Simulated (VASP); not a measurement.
A run of VASP 6.6.1:

File INCAR:

```
SYSTEM = I
PREC = Accurate
ENCUT = 500
EDIFF = 1E-6
ISMEAR = -1
SIGMA = 0.02
LREAL = .False.
LASPH = .True.
NELM = 120
ALGO = Normal
ISIF = 2
LWAVE = .False.
LCHARG = .False.
NBANDS = 22
GGA_COMPAT = .False.
```

The input KPOINTS:

```
Automatic mesh
0
Gamma
  5 5 2
  0 0 0
```

The input POSCAR:

```
I
1.0
    3.4539527139     -2.2757100905      0.0000000000
    3.4539527139      2.2757100905      0.0000000000
    0.0000000000      0.0000000000      9.3055716564
I
4
Direct
    0.8246468198      0.1753531802      0.8769502304
    0.6753531802      0.3246468198      0.3769502304
    0.3246468198      0.6753531802      0.6230497696
    0.1753531802      0.8246468198      0.1230497696
```

Potentials or basis: VASP PAW LDA potentials, release 64 (I).

Command:

```console
$ cat potpaw_LDA.64/I/POTCAR > POTCAR
$ mpirun -np 1 vasp_std > vasp.out
```

Hardware: 1 thread of AMD EPYC 7R13 Processor (Zen 3) (shared host).

Question: How long does it take, and how much memory?

Answer: Wall time 33 s on 1 thread of AMD EPYC 7R13 Processor (Zen 3), with other jobs on the host, peak memory 0.17 GiB. Counts: scf iterations 13, k points 18.
